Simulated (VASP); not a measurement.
The system is InSe.

```
In Se
1.0
     1.95917    1.13113    8.26771
    -1.95917    1.13113    8.26771
     0.00000   -2.26226    8.26771
In Se
2 2
Direct
  0.88860 0.88860 0.88860
  0.00000 0.00000 0.00000
  0.17190 0.17190 0.17190
  0.38350 0.38350 0.38350
```

Base run:

| Item | Value |
| --- | --- |
| Program | VASP 6.6.1 |
| Functional | BLYP |
| Potentials or basis | VASP PAW PBE potentials, release 64 (In_d, Se) |
| Cutoff | 520 eV |
| k mesh | 8 × 8 × 8 |
| Occupations | fermi-dirac, width 0.05 eV |
| Spin | no spin polarisation |

Its results: band gap on the k mesh 0.57 eV; pressure 10.2 GPa; largest force 0.966 eV/Å.

The run is repeated on the same cell with these changes: functional from BLYP to LDA; potentials or basis from VASP PAW PBE potentials, release 64 (In_d, Se) to VASP PAW LDA potentials, release 64 (In_d, Se). What comes out?

Band gap on the k mesh 0.40 eV; pressure 2.1 GPa; largest force 0.524 eV/Å.

Caveats: semilocal functionals underestimate gaps, and a narrow one can read as zero; spin-orbit coupling is left out, which moves the levels of the heavy elements; the cell stands under pressure (at least some runs); the PAW data sets were made with another functional, which shifts forces and pressure a little (at least some runs).

A k mesh can miss the band edges.
